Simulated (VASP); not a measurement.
Wanted: the native input for a VASP 6.6.1 run.

```yaml
Task: single point
Functional: PBE
Potentials_or_basis: VASP PAW PBE potentials, release 64 (Pb_d, S)
Cutoff: 520 eV
k_mesh: 8 × 8 × 5
Occupations: fermi-dirac, width 0.1 eV
Spin: no spin polarisation
Dipole_correction: no
Further_INCAR_settings: ALGO = Normal; EDIFF = 1e-07; NBANDS = 28
```

The structure of PbS (wurtzite type) lies in POSCAR:

```
PbS
1.0
    5.0323911173      0.0000000000      0.0000000000
   -2.5161955587      4.3581785494      0.0000000000
    0.0000000000      0.0000000000      6.0151762331
Pb S
2 2
Direct
    0.3333333333      0.6666666667     -0.0621667602
    0.6666666667      0.3333333333      0.4378332398
    0.3333333333      0.6666666667      0.4381667602
    0.6666666667      0.3333333333      0.9381667602
```

The input as run:

INCAR

```
SYSTEM = PbS
PREC = Accurate ; ENCUT = 520
EDIFF = 1E-7 ; ISMEAR = -1
SIGMA = 0.1 ; LREAL = .False.
LASPH = .True. ; NELM = 100
ALGO = Normal ; ISIF = 2
LWAVE = .False. ; LCHARG = .False.
GGA = PE ; NBANDS = 28
```

KPOINTS

```
Automatic mesh
0
Gamma
  8 8 5
  0 0 0
```

Potentials or basis: VASP PAW PBE potentials, release 64 (Pb_d, S).

Command:

```sh
$ cat potpaw_PBE.64/Pb_d/POTCAR potpaw_PBE.64/S/POTCAR > POTCAR
$ mpirun -np 1 vasp_std > vasp.out
```

Results of the run:

The pressure is 0.0 GPa and the band gap on the k mesh is 1.83 eV, indirect (least direct gap 1.95 eV).

Caveat: spin-orbit coupling is left out, which moves the levels of the heavy elements.

Wall time 2.1 min on 1 thread of Intel(R) Xeon(R) 6975P-C (Granite Rapids) (shared host), peak memory 0.3 GiB.
